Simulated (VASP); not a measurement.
## BeCdO2: relaxation of cell and atoms with PBE

Crystal: BeCdO2.

```
CELL_PARAMETERS angstrom
2.82368 0.00000 0.00000
-1.41184 2.44538 0.00000
0.00000 0.00000 12.63745
ATOMIC_POSITIONS crystal
Be 0.33333 0.66667 0.75000
Be 0.66667 0.33333 0.25000
Cd 0.00000 0.00000 0.50000
Cd 0.00000 0.00000 0.00000
O 0.33333 0.66667 0.41400
O 0.66667 0.33333 0.91400
O 0.66667 0.33333 0.58600
O 0.33333 0.66667 0.08600
```

| Item | Value |
| --- | --- |
| Program | VASP 6.6.1 |
| Task | relaxation of cell and atoms |
| Functional | PBE |
| Potentials or basis | VASP PAW PBE potentials, release 64 (Be, Cd, O) |
| Cutoff | 600 eV |
| k mesh | 6 × 6 × 2 |
| Occupations | gaussian, width 0.1 eV |
| Spin | no spin polarisation |
| Dipole correction | no |
| Further INCAR settings | ALGO = Normal; EDIFF = 1e-06; IBRION = 2; EDIFFG = -0.04; NSW = 90; ISIF = 3 |

```
Relaxed volume                        : 10.03 Å³/atom
Relaxed cell                          : a = 2.899 Å, b = 2.899 Å, c = 11.026 Å, α = 90.00°, β = 90.00°, γ = 120.00°
Space group after relaxing (to 0.1 Å) : P6_3/mmc (No. 194)
Pressure after relaxing               : 0.1 GPa
Largest force after relaxing          : 0.006 eV/Å
Band gap on the k mesh                : 0.20 eV (least direct gap 0.60 eV)
```

Forces in eV/Å, atoms in the order of the input:
```
Be   0.000  0.000  0.000
Be   0.000  0.000  0.000
Cd   0.000  0.000  0.000
Cd   0.000  0.000  0.000
O    0.000  0.000  0.006
O    0.000  0.000  0.006
O    0.000  0.000 -0.006
O    0.000  0.000 -0.006
```

Final structure:
```yaml
crystal:
  lattice:
    - [2.89943, 0.00000, 0.00000]
    - [-1.44971, 2.51098, 0.00000]
    - [0.00000, 0.00000, 11.02553]
  atoms:
    - { symbol: Be, position: [0.33333, 0.66667, 0.75000] }
    - { symbol: Be, position: [0.66667, 0.33333, 0.25000] }
    - { symbol: Cd, position: [0.00000, 0.00000, 0.50000] }
    - { symbol: Cd, position: [0.00000, 0.00000, 0.00000] }
    - { symbol: O, position: [0.33333, 0.66667, 0.35120] }
    - { symbol: O, position: [0.66667, 0.33333, 0.85120] }
    - { symbol: O, position: [0.66667, 0.33333, 0.64880] }
    - { symbol: O, position: [0.33333, 0.66667, 0.14880] }
```

Levels at points of the mesh, in eV from the valence-band top:
```tsv
k point	band 23	band 24	band 25	band 26	band 27	band 28	band 29	band 30
(0.00, 0.00, 0.00)	-0.76	-0.76	-0.41	-0.41	0.20	2.52	4.06	5.76
(0.50, 0.00, 0.00)	-2.01	-1.52	-0.82	0.00	3.18	4.34	4.89	5.39
(0.00, 0.00, 0.50)	-0.55	-0.55	-0.55	-0.55	1.47	1.47	4.86	4.86
(0.50, 0.00, 0.50)	-1.08	-1.08	-0.90	-0.90	4.03	4.03	4.81	4.81
```

Run time: 10 min on 1 thread of AMD EPYC 9R45 (Zen 5), with other jobs on the host, peak memory 0.23 GiB.

Caveat: the k points lie up to 0.42 Å⁻¹ apart in the final cell. A k mesh can miss the band edges.
